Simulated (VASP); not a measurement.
Input of a VASP 6.6.1 run:

INCAR

```
SYSTEM = SiC
ALGO = Normal
EDIFF = 1E-6
ENCUT = 520
GGA = PS
ISIF = 2
ISMEAR = 0
LASPH = .True.
LCHARG = .True.
LELF = .True.
LREAL = .False.
LVHAR = .True.
LWAVE = .False.
NBANDS = 26
NELM = 80
PREC = Accurate
SIGMA = 0.05
```

The input KPOINTS:

```
k-points
0
Gamma
  12 12 4
  0 0 0
```

The input POSCAR:

```
SiC
1.0
    3.0062000000      0.0000000000      0.0000000000
   -1.5031000000      2.6034455689      0.0000000000
    0.0000000000      0.0000000000      9.2697000000
Si C
4 4
Direct
    0.6666666667      0.3333333333      0.9378278494
    0.3333333333      0.6666666667      0.4378278494
    0.0000000000      0.0000000000      0.6878973398
    0.0000000000      0.0000000000      0.1878973398
    0.6666666667      0.3333333333      0.7498191768
    0.3333333333      0.6666666667      0.2498191768
    0.0000000000      0.0000000000      0.5004546340
    0.0000000000      0.0000000000      0.0004546340
```

Potentials or basis: VASP PAW PBE potentials, release 64 (Si, C).

Command:

```bash
$ cat potpaw_PBE.64/Si/POTCAR potpaw_PBE.64/C/POTCAR > POTCAR
$ mpirun -np 1 vasp_std > vasp.out
```

Q: What does it give for the band gap on the k mesh?

A: 1.82 eV, indirect (least direct gap 3.08 eV).

Q: Predict the pressure.

A: 39.0 GPa.

Forces in eV/Å, atoms in the order of the input:
```
Si   0.000  0.000  1.285
Si   0.000  0.000  1.285
Si   0.000  0.000  1.517
Si   0.000  0.000  1.517
C    0.000  0.000 -1.425
C    0.000  0.000 -1.425
C    0.000  0.000 -1.378
C    0.000  0.000 -1.378
```

Caveat: the PAW data sets were made with another functional, which shifts forces and pressure a little. Expect the measured gap to be larger: semilocal functionals such as PBEsol lack the derivative discontinuity.
